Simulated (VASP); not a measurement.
# Al3NiSn (P4/mmm) in VASP: relaxation of cell and atoms with PBE

Aim: the relaxation of cell and atoms of Al3NiSn with PBE.

All numbers are computed with VASP 6.6.1; they aren't measurements. Logs are shortened: lines on timing, memory, paths and dates and some standing lists are left out, and cuts for length are marked.

## Step 1: The cell of the first run

The structure is tetragonal, space group P4/mmm (No. 123). Conventional cell: a = 3.452 Å, b = 3.452 Å, c = 7.868 Å, α = 90.00°, β = 90.00°, γ = 90.00°. Within 3.5 Å of Al (site symmetry 4mm) lie 1 Ni at 2.33 Å and 4 Sn at 2.92 Å and 9 Al at 3.21 to 3.45 Å. Al (site symmetry 4/mmm) has 4 Ni at 2.44 Å within 3.2 Å. Within 3.1 Å of Ni (site symmetry 4/mmm) lie 6 Al at 2.33 to 2.44 Å. Within 4.0 Å of Sn (site symmetry 4/mmm) lie 10 Al at 2.92 to 3.93 Å and 4 Sn at 3.45 Å.

The cell was generated, and may not be a known phase.

## Step 2: Relaxation of cell and atoms, PBE

File INCAR:

```
SYSTEM = Al3NiSn
ALGO = Fast
EDIFF = 1E-7
EDIFFG = -0.01
ENCUT = 600
GGA = PE
IBRION = 2
ISIF = 3
ISMEAR = 0
LASPH = .True.
LCHARG = .False.
LREAL = .False.
LWAVE = .False.
NELM = 100
NSW = 100
PREC = Accurate
SIGMA = 0.1
```

File KPOINTS:

```
k-points
0
Gamma
  12 12 6
  0 0 0
```

File POSCAR:

```
Al3NiSn
1.0
    3.4518900692      0.0000000000      0.0000000000
    0.0000000000      3.4518900692      0.0000000000
    0.0000000000      0.0000000000      7.8676727155
Al Ni Sn
3 1 1
Direct
    0.5000000000      0.5000000000      0.2039036304
    0.5000000000      0.5000000000      0.7960963696
    0.0000000000      0.0000000000      0.5000000000
    0.5000000000      0.5000000000      0.5000000000
    0.0000000000      0.0000000000      0.0000000000
```

Potentials or basis: VASP PAW PBE potentials, release 64 (Al, Ni, Sn_d).

Command:

```
$ cat potpaw_PBE.64/Al/POTCAR potpaw_PBE.64/Ni/POTCAR potpaw_PBE.64/Sn_d/POTCAR > POTCAR
$ mpirun -np 1 vasp_std > vasp.out
```

OUTCAR:

```text
SYSTEM = Al3NiSn
   EDIFF = 1E-7
   EDIFFG = -0.01
   ENCUT = 600
   GGA = PE
   IBRION = 2
   ISIF = 3
   ISMEAR = 0
   LASPH = .True.
   LREAL = .False.
   NELM = 100
   NSW = 100
   PREC = Accurate

 ion  position               nearest neighbor table
   1  0.500  0.500  0.204-   4 2.33   5 2.92   5 2.92   5 2.92   5 2.92   2 3.21
   2  0.500  0.500  0.796-   4 2.33   5 2.92   5 2.92   5 2.92   5 2.92   1 3.21
   3  0.000  0.000  0.500-   4 2.44   4 2.44   4 2.44   4 2.44
   4  0.500  0.500  0.500-   1 2.33   2 2.33   3 2.44   3 2.44   3 2.44   3 2.44
   5  0.000  0.000  0.000-   1 2.92   2 2.92   1 2.92   2 2.92   1 2.92   2 2.92   1 2.92   2 2.92

  LATTYP: Found a simple tetragonal cell.
 ALAT       =     3.4518900692
 C/A-ratio  =     2.2792361743

  Lattice vectors:

 A1 = (   3.4518900692,   0.0000000000,   0.0000000000)
 A2 = (   0.0000000000,   3.4518900692,   0.0000000000)
 A3 = (   0.0000000000,   0.0000000000,   7.8676727155)

Analysis of symmetry for initial positions (statically):
=====================================================================
 Subroutine PRICEL returns:
 Original cell was already a primitive cell.

 Routine SETGRP: Setting up the symmetry group for a
 simple tetragonal supercell.

 Subroutine GETGRP returns: Found 16 space group operations
 (whereof 16 operations were pure point group operations)
 out of a pool of 16 trial point group operations.

The static configuration has the point symmetry D_4h.

Analysis of symmetry for dynamics (positions and initial velocities):
=====================================================================
 Subroutine PRICEL returns:
 Original cell was already a primitive cell.

 Routine SETGRP: Setting up the symmetry group for a
 simple tetragonal supercell.

 Subroutine GETGRP returns: Found 16 space group operations
 (whereof 16 operations were pure point group operations)
 out of a pool of 16 trial point group operations.

The dynamic configuration has the point symmetry D_4h.

 Subroutine INISYM returns: Found 16 space group operations
 (whereof 16 operations are pure point group operations),
 and found     1 'primitive' translations

----------------------------------------------------------------------------------------

                                     Primitive cell

  volume of cell :      93.7476

  direct lattice vectors                    reciprocal lattice vectors
     3.451890069  0.000000000  0.000000000     0.289696363  0.000000000  0.000000000
     0.000000000  3.451890069  0.000000000     0.000000000  0.289696363  0.000000000
     0.000000000  0.000000000  7.867672716     0.000000000  0.000000000  0.127102389

  length of vectors
     3.451890069  3.451890069  7.867672716     0.289696363  0.289696363  0.127102389

  position of ions in fractional coordinates (direct lattice)
     0.500000000  0.500000000  0.203903630
     0.500000000  0.500000000  0.796096370
     0.000000000  0.000000000  0.500000000
     0.500000000  0.500000000  0.500000000
     0.000000000  0.000000000  0.000000000

  ion indices of the primitive-cell ions
   primitive index   ion index
                 1           1
                 2           2
                 3           3
                 4           4
                 5           5

----------------------------------------------------------------------------------------

 KPOINTS: k-points

Automatic generation of k-mesh.
 Grid dimensions read from file:
 generate k-points for:   12   12    6

 Generating k-lattice:

  Cartesian coordinates                     Fractional coordinates (reciprocal lattice)
     0.024141364  0.000000000  0.000000000     0.083333333  0.000000000  0.000000000
     0.000000000  0.024141364  0.000000000     0.000000000  0.083333333  0.000000000
     0.000000000  0.000000000  0.021183732     0.000000000  0.000000000  0.166666667

  Length of vectors
     0.024141364  0.024141364  0.021183732

  Shift w.r.t. Gamma in fractional coordinates (k-lattice)
     0.000000000  0.000000000  0.000000000

 Subroutine IBZKPT returns following result:
 ===========================================

 Found    112 irreducible k-points:

 Following reciprocal coordinates:
            Coordinates               Weight
  0.000000  0.000000  0.000000      1.000000
  0.083333  0.000000  0.000000      4.000000
  0.166667  0.000000  0.000000      4.000000
  0.250000  0.000000  0.000000      4.000000
  0.333333  0.000000  0.000000      4.000000
  0.416667  0.000000  0.000000      4.000000
[... 16 lines left out ...]
  0.333333  0.333333  0.000000      4.000000
  0.416667  0.333333  0.000000      8.000000
 [... further k-points ...]
   k-points           NKPTS =    112   k-points in BZ     NKDIM =    112   number of bands    NBANDS=     20
   number of dos      NEDOS =    301   number of ions     NIONS =      5
   total plane-waves  NPLWV =  50176
   dimension x,y,z NGX =    28 NGY =   28 NGZ =   64
   dimension x,y,z NGXF=    56 NGYF=   56 NGZF=  128
   ions per type =               3   1   1
   NGX,Y,Z   is equivalent  to a cutoff of  13.49, 13.49, 13.52 a.u.
   NGXF,Y,Z  is equivalent  to a cutoff of  26.97, 26.97, 27.05 a.u.
 SYSTEM =  Al3NiSn
   PREC   = accura    normal or accurate (medium, high low for compatibility)
   ISTART =      0    job   : 0-new  1-cont  2-samecut
   ICHARG =      2    charge: 1-file 2-atom 10-const
   ISPIN  =      1    spin polarized calculation?
   LNONCOLLINEAR =      F non collinear calculations
   LSORBIT =      F    spin-orbit coupling
   LASPH  =      T    aspherical Exc in radial PAW
   ENCUT  =  600.0 eV  44.10 Ry    6.64 a.u.   6.89  6.89 15.71*2*pi/ulx,y,z
   NELM   =    100;   NELMIN=  2; NELMDL= -5     # of ELM steps
   EDIFF  = 0.1E-06   stopping-criterion for ELM
   LREAL  =      F    real-space projection
   EDIFFG = -.1E-01   stopping-criterion for IOM
   NSW    =    100    number of steps for IOM
   IBRION =      2    ionic relax: 0-MD 1-quasi-New 2-CG
   NFREE  =      1    steps in history (QN), initial steepest desc. (CG)
   ISIF   =      3    stress and relaxation
   ISYM   =      2    0-nonsym 1-usesym 2-fastsym
   POTIM  = 0.5000    time-step for ionic-motion
   TEBEG  =    0.0;   TEEND  =   0.0 temperature during run
   PSTRESS=    0.0 pullay stress
   NELECT =      33.0000    total number of electrons
   NUPDOWN=      -1.0000    fix difference up-down
   EMIN   =  10.00;   EMAX   =-10.00  energy-range for DOS
   EFERMI =   0.00;   METHOD = LEGACY
   ISMEAR =     0;   SIGMA  =   0.10  broadening in eV -4-tet -1-fermi 0-gaus
   EFERMI_NEDOS =   21; number of points for ismear=-14 and -15
   IALGO  =     68    algorithm
   IMIX   =      4    mixing-type and parameters
     AMIX     =   0.40;   BMIX     =  1.00
     AMIX_MAG =   1.60;   BMIX_MAG =  1.00
  volume/ion in A,a.u.               =      18.75       126.53
  Fermi-wavevector in a.u.,A,eV,Ry     =   1.155915  2.184364 18.179296  1.336141
  Thomas-Fermi vector in A             =   2.292540
   LORBIT       =      0    0 simple, 1 ext, 2 COOP (PROOUT), +10 PAW based schemes
   GGA     = PE    functional components
   LHFCALC =     F    Hartree Fock is set to
   AEXX    =    0.0000 exact exchange contribution
   IVDW    =     0    specifies the selected vdW correction
   LEPSILON=     F    determine dielectric tensor
   LRPA    =     F    only Hartree local field effects (RPA)
 conjugate gradient relaxation of ions
 non-spin polarized calculation
 RMM-DIIS sequential band-by-band and
 Gauss-broadening in eV      SIGMA  =   0.10
  energy-cutoff  :      600.00
  volume of cell :       93.75
 maximum number of plane-waves:      3156
 NGX is ok and might be reduce to    28
   NGX = 13   NGY = 13   NGZ = 31

--------------------------------------- Ionic step        1  -------------------------------------------

 number of electron      32.9999982 magnetization

 Free energy of the ion-electron system (eV)
  ---------------------------------------------------
  ext. energy  EPLUGINS =         0.00000000
  ---------------------------------------------------
  free energy    TOTEN  =       -20.49153465 eV

  energy without entropy =      -20.48405016  energy(sigma->0) =      -20.48779240

------------------------ aborting loop because EDIFF is reached ----------------------------------------

  FORCE on cell =-STRESS in cart. coord.  units (eV):
  Direction    XX          YY          ZZ          XY          YZ          ZX
  --------------------------------------------------------------------------------------
  -------------------------------------------------------------------------------------
  Total       -0.0038783     -0.0038783      0.6776014      0.0000000      0.0000000      0.0000000
  in kB       -0.0662809     -0.0662809     11.5804297      0.0000000      0.0000000      0.0000000
  external PRESSURE =       3.8159560 kB  Pullay stress =       0.0000000 kB
[... 98 lines left out ...]
  FREE ENERGIE OF THE ION-ELECTRON SYSTEM (eV)
  ---------------------------------------------------
  free  energy   TOTEN  =       -20.5251741632 eV

  energy  without entropy=      -20.5174489458  energy(sigma->0) =      -20.52131155

[... ionic steps 4 to 10 ...]

--------------------------------------- Ionic step       11  -------------------------------------------

 number of electron      33.0000009 magnetization

------------------------ aborting loop because EDIFF is reached ----------------------------------------

  FORCE on cell =-STRESS in cart. coord.  units (eV):
  Direction    XX          YY          ZZ          XY          YZ          ZX
  --------------------------------------------------------------------------------------
  -------------------------------------------------------------------------------------
  Total        0.0526041      0.0526041     -0.0373902      0.0000000      0.0000000     -0.0000000
  in kB        0.8894278      0.8894278     -0.6321907      0.0000000      0.0000000     -0.0000000
  external PRESSURE =       0.3822216 kB  Pullay stress =       0.0000000 kB
[... 63 lines left out ...]
  energy  without entropy=      -20.5370770119  energy(sigma->0) =      -20.53999190

--------------------------------------- Ionic step       13  -------------------------------------------

 number of electron      33.0000009 magnetization

 Free energy of the ion-electron system (eV)
  ---------------------------------------------------
  ext. energy  EPLUGINS =         0.00000000
  ---------------------------------------------------
  free energy    TOTEN  =       -20.54293683 eV

  energy without entropy =      -20.53714928  energy(sigma->0) =      -20.54004305

 E-fermi :   7.4144     XC(G=0): -10.2442

 val. band max:        7.3777432146   @ k =   0.3333   0.1667   0.0000
 cond. band min:       7.4228131865   @ k =   0.3333   0.3333   0.0000
 fundamental gap:      0.0450699719
 Fermi energy:         7.4144022002

 k-point     1 :       0.0000    0.0000    0.0000
  band No.  band energies     occupation
      1     -14.1680      2.00000
      2     -14.0413      2.00000
      3     -14.0354      2.00000
      4     -14.0161      2.00000
      5     -14.0161      2.00000
      6      -3.5309      2.00000
[... 12 lines left out ...]
     19      10.6560      0.00000
[... 513 lines left out ...]
      4     -13.9979      2.00000
      5     -13.9691      2.00000
      6       0.1334      2.00000
[... 12 lines left out ...]
     19       8.2566      0.00000
     20       8.2598      0.00000

 [... further k-points ...]
[... 5 lines left out ...]
  --------------------------------------------------------------------------------------
  -------------------------------------------------------------------------------------
  Total       -0.0057428     -0.0057428     -0.0192423      0.0000000      0.0000000      0.0000000
  in kB       -0.0970595     -0.0970595     -0.3252176      0.0000000      0.0000000      0.0000000
  external PRESSURE =      -0.1731122 kB  Pullay stress =       0.0000000 kB
[... 20 lines left out ...]
  FREE ENERGIE OF THE ION-ELECTRON SYSTEM (eV)
  ---------------------------------------------------
  free  energy   TOTEN  =       -20.5429368272 eV

  energy  without entropy=      -20.5371492756  energy(sigma->0) =      -20.54004305

 reached required accuracy - stopping structural energy minimisation
```

Run time: 36 min. Hardware: 1 thread of Oxide Virtual Turin-like, shared host; peak memory 0.42 GiB.

What came out:

| Quantity | Value |
| --- | --- |
| Free energy | -20.5429 eV |
| Relaxed volume | 18.96 Å³/atom |
| Relaxed cell | a = 3.409 Å, b = 3.409 Å, c = 8.157 Å, α = 90.00°, β = 90.00°, γ = 90.00° |
| Space group after relaxing (to 0.1 Å) | P4/mmm (No. 123) |
| Energy gained by relaxing | 10.3 meV/atom |
| Ionic steps | 13 |
| Pressure after relaxing | 0.0 GPa |
| Band gap on the k mesh | zero (an odd number of electrons rules out a gap without spin polarisation) |

The path:
```
step  energy change (eV)  largest force (eV/Å)  pressure (GPa)  volume (Å³)
   1              0.0000                0.3347            0.38        93.75
   2             -0.0131                0.2609           -0.06        94.35
   3             -0.0336                0.1118           -1.15        96.03
   4             -0.0437                0.0890           -0.66        95.47
   5             -0.0510                0.0296            0.22        94.46
   6             -0.0510                0.0318            0.19        94.50
   7             -0.0513                0.0213            0.11        94.61
   8             -0.0514                0.0129            0.06        94.69
   9             -0.0513                0.0041           -0.04        94.87
  10             -0.0514                0.0082            0.06        94.74
  11             -0.0514                0.0067            0.04        94.76
  12             -0.0514                0.0074            0.04        94.75
  13             -0.0514                0.0001           -0.02        94.80
```

Final structure:
```
Al Ni Sn
1.0
     3.40909    0.00000    0.00000
     0.00000    3.40909    0.00000
     0.00000    0.00000    8.15678
Al Ni Sn
3 1 1
Direct
  0.50000 0.50000 0.21622
  0.50000 0.50000 0.78378
  0.00000 0.00000 0.50000
  0.50000 0.50000 0.50000
  0.00000 0.00000 0.00000
```

Levels at points of the mesh, in eV from the Fermi level:
| k point | band 12 | band 13 | band 14 | band 15 | band 16 | band 17 | band 18 | band 19 | band 20 |
| --- | --- | --- | --- | --- | --- | --- | --- | --- | --- |
| (0.00, 0.00, 0.00) | -2.12 | -2.12 | -1.79 | 0.45 | 1.31 | 1.31 | 3.24 | 3.24 | 3.59 |
| (0.50, 0.00, 0.00) | -2.98 | -2.59 | -2.07 | -2.03 | -1.50 | 1.46 | 2.50 | 2.58 | 3.06 |
| (0.50, 0.50, 0.00) | -2.85 | -2.09 | -2.00 | -2.00 | -1.86 | -1.53 | -0.75 | -0.70 | 0.07 |
| (0.00, 0.00, 0.50) | -2.14 | -2.12 | -2.12 | 1.54 | 1.54 | 2.54 | 2.54 | 3.06 | 4.25 |
| (0.50, 0.00, 0.50) | -2.59 | -2.41 | -2.03 | -2.02 | -1.70 | -1.00 | 0.39 | 4.34 | 5.21 |
| (0.50, 0.50, 0.50) | -2.71 | -2.71 | -2.48 | -2.48 | -1.53 | -1.37 | -0.50 | 0.75 | 1.11 |

Caveat: the highest band is partly filled, so the run has too few bands; spin-orbit coupling is left out, which moves the levels of the heavy elements.

The gap in the log of VASP goes by the Fermi energy; the results here count the filled bands.